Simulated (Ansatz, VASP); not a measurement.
HgGe2Ru2 in VASP and in Ansatz

```
Ge Hg Ru
1.0
    -1.86852    1.86852    6.05979
     1.86852   -1.86852    6.05979
     1.86852    1.86852   -6.05979
Ge Hg Ru
2 1 2
Direct
  0.25000 0.75000 0.50000
  0.75000 0.25000 0.50000
  0.00000 0.00000 0.00000
  0.61185 0.61185 0.00000
  0.38815 0.38815 0.00000
```

Alike in both runs: functional PBE; k mesh 6 × 6 × 6; occupations gaussian, width 0.1 eV; no spin polarisation.

Ansatz relaxed the structure, and its values are those at the end. VASP's run is a single point on that final structure, the one shown.

```csv
,VASP,Ansatz
version,VASP 6.6.1,Ansatz 0.2.0
potentials or method,"VASP PAW PBE potentials, release 64 (Ge_d, Hg, Ru_pv), cutoff 520 eV","scalar-relativistic, plane waves, PAW"
valence electrons in the cell,68,80
```

```csv
,VASP,Ansatz,Ansatz less VASP
gap on the k mesh at the Fermi level (eV),none,none,-
pressure (GPa),0.4,0.0,-0.34
rms of the force components (eV/Å),0.007,0.006,-0.0012
```

A gap of «none» marks a metal or a gap that the smearing closes. The functional is the same, so the differences come from potentials, cutoffs and numerics. VASP's potentials hold 68 valence electrons a cell and Ansatz's 80, so a difference there can come from the potentials and not from the codes.

The k mesh is coarse, so the values compare programs but aren't converged. Neither program's run includes spin-orbit coupling.
